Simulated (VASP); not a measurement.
A run of VASP 6.6.1:

INCAR

```
SYSTEM = ZnAg
PREC = Accurate
ENCUT = 520
EDIFF = 1E-6
ISMEAR = 0
SIGMA = 0.1
LREAL = .FALSE.
LASPH = .TRUE.
NELM = 100
ALGO = Normal
ISIF = 2
LWAVE = .FALSE.
LCHARG = .TRUE.
GGA = PS
LELF = .TRUE.
LVHAR = .TRUE.
NBANDS = 18
```

The input KPOINTS:

```
Automatic mesh
0
G
  14 14 14
  0 0 0
```

Contents of POSCAR:

```
ZnAg
1.0
    3.2169734107      0.0000000000      0.0000000000
    0.0000000000      3.2169734107      0.0000000000
    0.0000000000      0.0000000000      3.2169734107
Zn Ag
1 1
Direct
    0.5000000000      0.5000000000      0.5000000000
    0.0000000000      0.0000000000      0.0000000000
```

Potentials or basis: VASP PAW PBE potentials, release 64 (Zn, Ag).

The run is started by

```console
$ cat potpaw_PBE.64/Zn/POTCAR potpaw_PBE.64/Ag/POTCAR > POTCAR
$ mpirun -np 1 vasp_std > vasp.out
```

Hardware: 1 thread of Intel(R) Xeon(R) Platinum 8488C (Sapphire Rapids) (shared host).

Problem. Estimate the wall time of this run.

Solution. It took 21 s on 1 thread of Intel(R) Xeon(R) Platinum 8488C (Sapphire Rapids), with other jobs on the host, peak memory 0.19 GiB. Counts: scf iterations 12, k points 120.
